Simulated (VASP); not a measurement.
A run of VASP 6.6.1 is set up as follows.

File INCAR:

```
PREC = Accurate ; ENCUT = 520
EDIFF = 1E-6 ; ISMEAR = -1
SIGMA = 0.1 ; LREAL = False
LASPH = True ; NELM = 80
ALGO = Normal ; ISIF = 2
LWAVE = False ; LCHARG = False
GGA = PE ; NBANDS = 12
```

The input KPOINTS:

```
regular mesh
0
Gamma
  16 16 16
```

The input POSCAR:

```
Nb
1.0
    2.1604013299      0.0000000000      0.0000000000
    0.0000000000      2.1604013299      0.0000000000
    0.0000000000      0.0000000000      2.1604013299
Nb
1
Direct
    0.0000000000      0.0000000000      0.0000000000
```

Potentials or basis: VASP PAW PBE potentials, release 64 (Nb_sv).

Command:

```sh
$ cat potpaw_PBE.64/Nb_sv/POTCAR > POTCAR
$ mpirun -np 1 vasp_std > vasp.out
```

Task: Estimate the pressure.

Result: 353.6 GPa.
